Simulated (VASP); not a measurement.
Input of a VASP 6.6.1 run:

File POSCAR:

```
Ag
1.0
   -1.6556540000      1.6556540000      1.6556540000
    1.6556540000     -1.6556540000      1.6556540000
    1.6556540000      1.6556540000     -1.6556540000
Ag
1
Direct
    0.0000000000      0.0000000000      0.0000000000
```

INCAR.step1

```
SYSTEM = Ag
PREC = Accurate ; ENCUT = 520
EDIFF = 1E-5 ; ISMEAR = -1
SIGMA = 0.05 ; LREAL = .FALSE.
LASPH = .TRUE. ; NELM = 60
ALGO = Normal ; ISIF = 2
LWAVE = .TRUE. ; LCHARG = .FALSE.
GGA = PE ; NBANDS = 12
```

File INCAR.step2:

```
SYSTEM = Ag
PREC = Accurate ; ENCUT = 520
EDIFF = 1E-6 ; ISMEAR = -1
SIGMA = 0.05 ; LREAL = .FALSE.
LASPH = .TRUE. ; NELM = 60
ALGO = Normal ; ISIF = 2
LWAVE = .FALSE. ; LCHARG = .FALSE.
METAGGA = R2SCAN ; LHFCALC = .TRUE.
AEXX = 0.1 ; LMIXTAU = .TRUE.
PRECFOCK = Normal ; ISTART = 1
NBANDS = 12
```

Contents of KPOINTS:

```
regular mesh
0
G
  6 6 6
  0 0 0
```

Potentials or basis: VASP PAW PBE potentials, release 64 (Ag).

Run with:

```bash
$ cat potpaw_PBE.64/Ag/POTCAR > POTCAR
$ cp INCAR.step1 INCAR
$ mpirun -np 1 vasp_std > vasp.out
$ cp INCAR.step2 INCAR
$ mpirun -np 1 vasp_std > vasp.out
```

Problem. Predict the pressure.

Solution. -3.3 GPa.

Caveat: the k points lie up to 0.45 Å⁻¹ apart; the PAW data sets were made with another functional, which shifts forces and pressure a little.
